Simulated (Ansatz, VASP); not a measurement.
## Eu in VASP and in Ansatz

Contents of INCAR:

```
SYSTEM = Eu
ALGO = Normal ; EDIFF = 1E-6
ENCUT = 520 ; GGA = PE
ISIF = 2 ; ISMEAR = -1
ISPIN = 2 ; LASPH = .True.
LCHARG = .False. ; LMAXMIX = 6
LORBIT = 11 ; LREAL = .False.
LWAVE = .False. ; MAGMOM = 7
NBANDS = 18 ; NELM = 150
PREC = Accurate ; SIGMA = 0.05
```

Contents of KPOINTS:

```
k-points
0
Gamma
  14 14 14
  0 0 0
```

Contents of POSCAR:

```
Eu
1.0
   -2.1624327475      2.1624327475      2.1624327475
    2.1624327475     -2.1624327475      2.1624327475
    2.1624327475      2.1624327475     -2.1624327475
Eu
1
Direct
    0.0000000000      0.0000000000      0.0000000000
```

Input for Ansatz:

```yaml
crystal:
  lattice:
    - [-2.1624327475, 2.1624327475, 2.1624327475]
    - [2.1624327475, -2.1624327475, 2.1624327475]
    - [2.1624327475, 2.1624327475, -2.1624327475]
  atoms:
    - { symbol: Eu, position: [0.0, 0.0, 0.0], spin: 7.0 }
magnetization:
  spin_polarized: true
kpoints:
  mp_grid: { grid: [14, 14, 14] }
scf:
  occupations: { method: fermi_dirac, width: 0.05 }
hamiltonian:
  xc: pbe
  pseudopotentials: { kind: all_electron, lapw: { basis_error: 0.001 } }
output:
  forces: true
  stress: true
  eigenvalues: true
```

Change from the starting cell: volume scaled by 0.96.

Alike in both runs: task single point; functional PBE; k mesh 14 × 14 × 14; occupations fermi-dirac, width 0.05 eV; collinear spin.

|  | VASP | Ansatz |
| --- | --- | --- |
| version | VASP 6.6.1 | Ansatz 0.2.0 |
| potentials or method | VASP PAW PBE potentials, release 64 (Eu), cutoff 520 eV | all-electron LAPW, scalar-relativistic |

Ansatz gave:

```
pressure (GPa)                                                : 0.7
net moment per atom (μB)                                      : 7.24
size of the moment on the site where the two differ most (μB) : 7.08
```

Task: Which values does VASP return?

Result: Pressure (GPa): 0.4; net moment per atom (μB): 7.24; size of the moment on the site where the two differ most (μB): 6.66.

Site moments also hang on the region over which each program counts them. Ansatz ran all-electron here, and VASP with PAW potentials.

Neither program's run includes spin-orbit coupling.
